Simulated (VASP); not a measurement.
Set up this calculation in VASP 6.6.1, as the native input.

```
Task                   : single point
Functional             : PBE
Potentials or basis    : VASP PAW PBE potentials, release 64 (W_sv, C, O, H)
Cutoff                 : 520 eV
k mesh                 : 4 × 4 × 1
Occupations            : fermi-dirac, width 0.15 eV
Spin                   : no spin polarisation
Dipole correction      : no
Further INCAR settings : LREAL = Auto; ALGO = Normal; EDIFF = 1e-06; NBANDS = 90
```

The structure of HW8C8O lies in POSCAR:

```
HW8C8O
1.0
    5.8014000000      0.0000000000      0.0000000000
    0.0000000000      5.6691800000      0.0000000000
    0.0000000000      0.0000000000     16.1868000000
W C O H
8 8 1 1
Direct
    0.0000000000      0.0000000000      0.0617787300
    0.2576515461      0.0052449511      0.2140443167
    0.0000000000      0.5000000000      0.0617787300
    0.2489352886      0.4958147670      0.2078853169
    0.5000000000      0.0000000000      0.0617787300
    0.7516062986     -0.0034256405      0.2123439207
    0.5000000000      0.5000000000      0.0617787300
    0.7378889214      0.5020368042      0.2212216508
    0.5069622110      0.2538221653      0.1544493606
    0.4712009905      0.1135527070      0.3023018949
    0.4973536292      0.7505420418      0.1604613864
    0.0116474830      0.7473452370      0.2561695695
    1.0035095494      0.2445921779      0.1612791687
    0.6854788072      0.2128938417      0.3188705793
    0.9929494842      0.7435976964      0.1570662890
    0.5819359226      0.5893462988      0.3300310048
    0.5173639780      0.6389444288      0.3959285294
    0.7777640639      1.2061969349      0.3776051613
```

The input as run:

INCAR

```
SYSTEM = HW8C8O
PREC     = Accurate       ! precision mode
ENCUT    = 520            ! plane-wave cutoff, eV
EDIFF    = 1E-6           ! SCF threshold, eV
ISMEAR   = -1             ! smearing method
SIGMA    = 0.15           ! smearing width, eV
LREAL    = Auto         
LASPH    = .TRUE.         ! aspherical terms in the spheres
NELM     = 60             ! most SCF steps
ALGO     = Normal         ! electronic algorithm
ISIF     = 2              ! what is computed and relaxed
LWAVE    = .FALSE.        ! write WAVECAR
LCHARG   = .FALSE.        ! write CHGCAR
GGA      = PE             ! functional
NBANDS   = 90             ! bands
```

KPOINTS

```
regular mesh
0
G
  4 4 1
  0 0 0
```

Potentials or basis: VASP PAW PBE potentials, release 64 (W_sv, C, O, H).

Launch:

```bash
$ cat potpaw_PBE.64/W_sv/POTCAR potpaw_PBE.64/C/POTCAR potpaw_PBE.64/O/POTCAR potpaw_PBE.64/H/POTCAR > POTCAR
$ mpirun -np 1 vasp_std > vasp.out
```

It gave:

* Largest force: 0.762 eV/Å

Caveat: an odd number of electrons without spin polarisation forces a metal; a magnetic or distorted state may lie lower.

Wall time 15 min on 1 thread of AMD EPYC 9R45 96-Core Processor (Zen 5), on a shared host, peak memory 0.68 GiB.
